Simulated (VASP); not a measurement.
# Zr2HS4 in VASP: notebook

Runs on Zr2HS4. Level: PBE+D3(BJ). Tasks: single point.

Program: VASP 6.6.1. These are calculated values, not measurements. Logs are shortened: lines on timing, memory, paths and dates and some standing lists are left out, and cuts for length are marked.

**1. The cell of the first run**

The cell holds a slab with vacuum, 14 atoms: a = 7.298 Å, b = 7.298 Å, c = 20.917 Å, α = 90.00°, β = 90.00°, γ = 120.00°.

**2. Single point, PBE+D3(BJ)**

File INCAR:

```
SYSTEM = Zr2HS4
ALGO     = Normal         ! electronic algorithm
DIPOL    = 0.5 0.5 0.274
EDIFF    = 1E-6           ! SCF threshold, eV
ENCUT    = 400            ! plane-wave cutoff, eV
GGA      = PE             ! functional
GGA_COMPAT= .False.      
IDIPOL   = 3            
ISIF     = 2              ! what is computed and relaxed
ISMEAR   = 0              ! smearing method
IVDW     = 12             ! dispersion correction
LASPH    = .True.         ! aspherical terms in the spheres
LCHARG   = .False.        ! write CHGCAR
LDIPOL   = .True.       
LREAL    = .False.        ! projectors in reciprocal space
LWAVE    = .False.        ! write WAVECAR
NBANDS   = 62             ! bands
NELM     = 120            ! most SCF steps
NELMDL   = -8           
PREC     = Accurate       ! precision mode
SIGMA    = 0.05           ! smearing width, eV
```

File KPOINTS:

```
k-points
0
Gamma
  6 6 1
  0 0 0
```

File POSCAR:

```
Zr2HS4
1.0
    7.2976778227      0.0000000000      0.0000000000
   -3.6488389114      6.3199743831      0.0000000000
    0.0000000000      0.0000000000     20.9171506047
S Zr H
8 4 2
Direct
    0.3333333333      0.1666666667      0.1912306354
    0.3333333333      0.6666666667      0.1912306354
    0.8333333333      0.1666666667      0.1912306354
    0.8333333333      0.6666666667      0.1912306354
    0.1666666667      0.3333333333      0.3306927762
    0.1666666667      0.8333333333      0.3306927762
    0.6666666667      0.3333333333      0.3306927762
    0.6666666667      0.8333333333      0.3306927762
    0.0000000000      0.0000000000      0.2609617058
    0.0000000000      0.5000000000      0.2609617058
    0.5000000000      0.0000000000      0.2609617058
    0.5000000000      0.5000000000      0.2609617058
    0.3575287687      0.7150575375      0.3522062227
    0.4758045646      0.9516091292      0.3522062227
```

Potentials or basis: VASP PAW PBE potentials, release 64 (S, Zr_sv, H).

Run with:

```console
> cat potpaw_PBE.64/S/POTCAR potpaw_PBE.64/Zr_sv/POTCAR potpaw_PBE.64/H/POTCAR > POTCAR
> mpirun -np 1 vasp_std > vasp.out
```

OUTCAR:

```text
SYSTEM = Zr2HS4
   EDIFF = 1E-6
   ENCUT = 400
   GGA = PE
   ISIF = 2
   ISMEAR = 0
   IVDW = 12
   LASPH = .True.
   LREAL = .False.
   NELM = 120
   NELMDL = -8
   PREC = Accurate
 IVDW          = 12

 ion  position               nearest neighbor table
   1  0.333  0.167  0.191-   9 2.56  12 2.56  11 2.56
   2  0.333  0.667  0.191-  10 2.56  11 2.56  12 2.56
   3  0.833  0.167  0.191-  11 2.56  10 2.56   9 2.56
   4  0.833  0.667  0.191-  12 2.56   9 2.56  10 2.56
   5  0.167  0.333  0.331-  12 2.56   9 2.56  10 2.56
   6  0.167  0.833  0.331-  11 2.56  10 2.56   9 2.56
   7  0.667  0.333  0.331-  10 2.56  11 2.56  12 2.56
   8  0.667  0.833  0.331-   9 2.56  12 2.56  11 2.56
   9  0.000  0.000  0.261-   1 2.56   8 2.56   5 2.56   4 2.56   6 2.56   3 2.56  12 3.65  12 3.65
                            11 3.65  11 3.65  10 3.65  10 3.65
  10  0.000  0.500  0.261-   2 2.56   7 2.56   6 2.56   3 2.56   4 2.56   5 2.56  11 3.65  11 3.65
                            12 3.65  12 3.65   9 3.65   9 3.65
  11  0.500  0.000  0.261-  14 1.93   6 2.56   3 2.56   7 2.56   2 2.56   8 2.56   1 2.56  10 3.65
                            10 3.65   9 3.65   9 3.65  12 3.65  12 3.65
  12  0.500  0.500  0.261-   4 2.56   5 2.56   1 2.56   8 2.56   7 2.56   2 2.56   9 3.65   9 3.65
                            10 3.65  10 3.65  11 3.65  11 3.65
  13  0.358  0.715  0.352-
  14  0.476  0.952  0.352-  11 1.93

  LATTYP: Found a hexagonal cell.
 ALAT       =     7.2976778227
 C/A-ratio  =     2.8662748771

  Lattice vectors:

 A1 = (   7.2976778227,   0.0000000000,   0.0000000000)
 A2 = (  -3.6488389114,   6.3199743831,   0.0000000000)
 A3 = (   0.0000000000,   0.0000000000,  20.9171506047)

Analysis of symmetry for initial positions (statically):
=====================================================================
 Subroutine PRICEL returns:
 Original cell was already a primitive cell.

 Routine SETGRP: Setting up the symmetry group for a
 hexagonal supercell.

 Subroutine GETGRP returns: Found  2 space group operations
 (whereof  2 operations were pure point group operations)
 out of a pool of 24 trial point group operations.

The static configuration has the point symmetry C_1h.

Analysis of symmetry for dynamics (positions and initial velocities):
=====================================================================
 Subroutine PRICEL returns:
 Original cell was already a primitive cell.

 Routine SETGRP: Setting up the symmetry group for a
 hexagonal supercell.

 Subroutine GETGRP returns: Found  2 space group operations
 (whereof  2 operations were pure point group operations)
[... 137 lines left out ...]
  Thomas-Fermi vector in A             =   1.863639
   LORBIT       =      0    0 simple, 1 ext, 2 COOP (PROOUT), +10 PAW based schemes
   GGA     = PE    functional components
   LHFCALC =     F    Hartree Fock is set to
   AEXX    =    0.0000 exact exchange contribution
   IVDW    =    12    specifies the selected vdW correction
   LEPSILON=     F    determine dielectric tensor
   LRPA    =     F    only Hartree local field effects (RPA)
 non-spin polarized calculation
 Gauss-broadening in eV      SIGMA  =   0.05
  energy-cutoff  :      400.00
  volume of cell :      964.72
 maximum number of plane-waves:     17598
   NGX = 23   NGY = 23   NGZ = 69

 number of electron      98.0000016 magnetization

 dipolmoment           0.000000      0.000000     -0.142756 electrons x Angstroem

 Free energy of the ion-electron system (eV)
  ---------------------------------------------------
  ext. energy  EPLUGINS =         0.00000000
  ---------------------------------------------------
  free energy    TOTEN  =       -88.44372652 eV

  energy without entropy =      -88.44142923  energy(sigma->0) =      -88.44257787

 E-fermi :  -2.1137     XC(G=0):  -3.2059

 val. band max:       -2.2149807611   @ k =   0.0000   0.0000   0.0000
 cond. band min:      -2.1061930109   @ k =   0.3333   0.3333   0.0000
 fundamental gap:      0.1087877502
 Fermi energy:        -2.1137218666

 k-point     1 :       0.0000    0.0000    0.0000
  band No.  band energies     occupation
      1     -51.9435      2.00000
      2     -51.8818      2.00000
      3     -51.8724      2.00000
      4     -51.4283      2.00000
      5     -30.1153      2.00000
      6     -30.0859      2.00000
[... 821 lines left out ...]
     60       0.4286      0.00000
     61       0.4894      0.00000
 [bands above 61 left out]

------------------------ aborting loop because EDIFF is reached ----------------------------------------

 vacuum level on the upper side and lower side of the slab       (xc-potential included)        -0.361         0.184

 Edisp (eV)   -3.15948

 E8    (eV) :    -1.4039

  FORCE on cell =-STRESS in cart. coord.  units (eV):
  Direction    XX          YY          ZZ          XY          YZ          ZX
  --------------------------------------------------------------------------------------
  -------------------------------------------------------------------------------------
  Total       0.37125     1.17161     1.73676    -0.00000     0.26630    -0.00000
  in kB       0.61657     1.94576     2.88435    -0.00000     0.44227    -0.00000
  external pressure =        1.82 kB  Pullay stress =        0.00 kB

 VOLUME and BASIS-vectors are now :
 -----------------------------------------------------------------------------
  energy-cutoff  :      400.00
  volume of cell :      964.72
      direct lattice vectors                 reciprocal lattice vectors
     7.297677823  0.000000000  0.000000000     0.137029891  0.079114245  0.000000000
    -3.648838911  6.319974383  0.000000000     0.000000000  0.158228489  0.000000000
     0.000000000  0.000000000 20.917150605     0.000000000  0.000000000  0.047807659

 POSITION                                       TOTAL-FORCE (eV/Angst)
 -----------------------------------------------------------------------------------
      1.82442      1.05333      4.00000        -0.228421      0.005854     -0.012253
     -0.00000      4.21332      4.00000         0.000000     -0.148919     -0.137474
      5.47326      1.05333      4.00000         0.228421      0.005854     -0.012253
      3.64884      4.21332      4.00000        -0.000000      0.104101     -0.061572
      0.00000      2.10666      6.91715         0.000000     -0.106299      0.604571
     -1.82442      5.26665      6.91715        -0.523250     -0.828604      1.092461
      3.64884      2.10666      6.91715        -0.000000      0.432608      0.154576
      1.82442      5.26665      6.91715         0.523250     -0.828604      1.092461
      0.00000      0.00000      5.45858        -0.000000      0.315943     -0.865573
     -1.82442      3.15999      5.45858        -0.189053     -0.208273     -0.339896
      3.64884      0.00000      5.45858        -0.000000      0.334298      0.184198
      1.82442      3.15999      5.45858         0.189053     -0.208273     -0.339896
     -0.00000      4.51915      7.36715        -0.000000      0.374170     -0.935490
     -0.00000      6.01415      7.36715        -0.000000      0.756144     -0.423861
 -----------------------------------------------------------------------------------
    total drift:                                0.000001     -0.000002      0.000649

  FREE ENERGIE OF THE ION-ELECTRON SYSTEM (eV)
  ---------------------------------------------------
  free  energy   TOTEN  =       -91.6032074510 eV

  energy  without entropy=      -91.6009101607  energy(sigma->0) =      -91.60205881

 vacuum level on the upper side and lower side of the slab         2.744         3.304
```

Run time: 18 min. Hardware: 1 thread of Oxide Virtual Turin-like, shared host; peak memory 0.88 GiB.

What came out:

| Property | Result |
| --- | --- |
| Free energy | -91.6032 eV |
| Largest force | 1.468 eV/Å |
| Band gap on the k mesh | zero (bands 49 and 50 overlap by 0.11 eV) |
| Dispersion energy per atom | -0.226 eV |

Forces in eV/Å, atoms in the order of the input:
```
S   -0.228  0.006 -0.012
S    0.000 -0.149 -0.137
S    0.228  0.006 -0.012
S    0.000  0.104 -0.062
S    0.000 -0.106  0.605
S   -0.523 -0.829  1.092
S    0.000  0.433  0.155
S    0.523 -0.829  1.092
Zr   0.000  0.316 -0.866
Zr  -0.189 -0.208 -0.340
Zr   0.000  0.334  0.184
Zr   0.189 -0.208 -0.340
H    0.000  0.374 -0.935
H    0.000  0.756 -0.424
```

**3. Single point, PBE+D3(BJ)**

File INCAR:

```
SYSTEM = Zr2HS4
ALGO = Normal
DIPOL = 0.5 0.5 0.274
EDIFF = 1E-6
ENCUT = 400
GGA = PE
GGA_COMPAT = .False.
IDIPOL = 3
ISIF = 2
ISMEAR = 0
IVDW = 12
LASPH = .True.
LCHARG = .True.
LDIPOL = .True.
LELF = .True.
LREAL = .False.
LVACPOTAV = .True.
LVHAR = .True.
LWAVE = .False.
NBANDS = 62
NELM = 120
NELMDL = -8
PREC = Accurate
SIGMA = 0.05
```

KPOINTS is that of step 2.

Changes to POSCAR since step 2:

```diff
@@ -20,3 +20,3 @@
     0.5000000000      0.5000000000      0.2609617058
-    0.3575287687      0.7150575375      0.3522062227
-    0.4758045646      0.9516091292      0.3522062227
+    0.3282564982      0.6565129964      0.3522062227
+    0.5050768351      1.0101536703      0.3522062227
```

Potentials or basis: VASP PAW PBE potentials, release 64 (S, Zr_sv, H).

Run with:

```console
> cat potpaw_PBE.64/S/POTCAR potpaw_PBE.64/Zr_sv/POTCAR potpaw_PBE.64/H/POTCAR > POTCAR
> mpirun -np 1 vasp_std > vasp.out
```

It took 19 min on 1 thread of Oxide Virtual Turin-like, shared host; peak memory 0.87 GiB.

Results (log left out):

| Property | Result |
| --- | --- |
| Free energy | -91.8116 eV |
| Largest force | 1.128 eV/Å |
| Band gap on the k mesh | zero (filled and empty bands touch) |
| Dispersion energy per atom | -0.226 eV |

Forces on the atoms (eV/Å):
```
S   -0.298  0.090 -0.042
S    0.000 -0.211 -0.086
S    0.298  0.090 -0.042
S    0.000  0.116 -0.029
S    0.000  0.280  1.092
S    0.014 -0.432  0.899
S    0.000  0.698  0.153
S   -0.014 -0.432  0.899
Zr   0.000 -0.131 -0.755
Zr  -0.393 -0.151 -0.436
Zr   0.000  0.429  0.200
Zr   0.393 -0.151 -0.436
H    0.000 -0.289 -0.876
H    0.000  0.093 -0.542
```

Levels at points of the mesh, in eV from the Fermi level:
```tsv
k point	band 46	band 47	band 48	band 49	band 50	band 51	band 52	band 53
(0.00, 0.00, 0.00)	-2.00	-1.15	-1.12	-0.89	-0.02	0.06	0.64	0.71
(0.50, 0.00, 0.00)	-1.88	-1.67	-1.58	-0.31	0.28	0.53	0.99	1.23
(0.00, 0.50, 0.00)	-1.87	-1.67	-1.60	-0.16	0.27	0.49	0.96	1.24
```

The gap in the log of VASP goes by the Fermi energy; the results here count the filled bands.